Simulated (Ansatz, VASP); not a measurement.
NaF: VASP beside Ansatz

File POSCAR:

```
NaF
1.0
    0.0000000000      2.3581495000      2.3233000000
    2.3581495000      0.0000000000      2.3233000000
    2.3581495000      2.3581495000      0.0000000000
Na F
1 1
Direct
    0.0000000000      0.0000000000      0.0000000000
    0.5000000000      0.5000000000      0.5000000000
```

INCAR.step1

```
  ALGO = Normal
  EDIFF = 1E-4
  ENCUT = 520
  GGA = PE
  ISMEAR = 0
  LASPH = T
  LCHARG = F
  LREAL = F
  LWAVE = T
  NBANDS = 14
  NELM = 60
  PREC = Accurate
  SIGMA = 0.05
```

File INCAR.step2:

```
  ALGO = Normal
  EDIFF = 1E-6
  ENCUT = 520
  ISIF = 2
  ISMEAR = 0
  ISTART = 1
  LASPH = T
  LCHARG = F
  LMIXTAU = T
  LREAL = F
  LWAVE = F
  METAGGA = R2SCAN
  NBANDS = 14
  NELM = 60
  PREC = Accurate
  SIGMA = 0.05
```

Contents of KPOINTS:

```
k-points
0
Gamma
  8 8 8
```

Input for Ansatz:

```yaml
crystal:
  lattice:
    - [0.0, 2.3581495, 2.3233]
    - [2.3581495, 0.0, 2.3233]
    - [2.3581495, 2.3581495, 0.0]
  atoms:
    - { symbol: Na, position: [0.0, 0.0, 0.0] }
    - { symbol: F, position: [0.5, 0.5, 0.5] }
basis:
  ecutwfc: 500
kpoints:
  mp_grid: { grid: [8, 8, 8] }
hamiltonian:
  xc: r2scan
scf:
  occupations: { method: gaussian, width: 0.05 }
output:
  forces: true
  stress: true
  eigenvalues: true
```

Change from the starting cell: strain +0.015 along x and y, +0.000 along z, atoms carried along.

Alike in both runs: task single point; functional r2SCAN; k mesh 8 × 8 × 8; occupations gaussian, width 0.05 eV; no spin polarisation.

|  | VASP | Ansatz |
| --- | --- | --- |
| version | VASP 6.6.1 | Ansatz 0.2.0 |
| potentials or method | VASP PAW PBE potentials, release 64 (Na_pv, F), cutoff 520 eV | scalar-relativistic, plane waves, PAW |
| valence electrons in the cell | 14 | 16 |

```csv
,VASP,Ansatz,Ansatz less VASP
gap on the k mesh at the Fermi level (eV),6.96,6.93,-0.035
least direct gap on the mesh (eV),6.96,6.93,-0.035
pressure (GPa),-3.5,-3.0,+0.53
"traceless stress, the component that is largest in VASP (GPa)",0.65,0.68,+0.036
```

VASP's potentials were made for PBE, not for r2SCAN. With one functional, cell and mesh, what is left measures potentials, basis and numerics. VASP's potentials hold 14 valence electrons a cell and Ansatz's 16, so a difference there can come from the potentials and not from the codes.
